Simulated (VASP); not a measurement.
Input of a VASP 6.6.1 run:

The input INCAR:

```
  PREC = Accurate
  ENCUT = 520
  EDIFF = 1E-7
  ISMEAR = -1
  SIGMA = 0.05
  LREAL = F
  LASPH = T
  NELM = 60
  ALGO = Normal
  ISIF = 2
  LWAVE = F
  LCHARG = T
  LELF = T
  LVHAR = T
  NBANDS = 8
```

Contents of KPOINTS:

```
Automatic mesh
0
Gamma
  8 8 8
```

POSCAR

```
Sb
1.0
    3.1600000000      0.0000000000      0.0000000000
    0.0000000000      3.1600000000      0.0000000000
    0.0000000000      0.0000000000      3.1600000000
Sb
1
Direct
    0.0000000000      0.0000000000      0.0000000000
```

Potentials or basis: VASP PAW LDA potentials, release 64 (Sb).

The run is started by

```bash
$ cat potpaw_LDA.64/Sb/POTCAR > POTCAR
$ mpirun -np 1 vasp_std > vasp.out
```

Problem. Estimate the pressure.

Solution. -5.6 GPa.
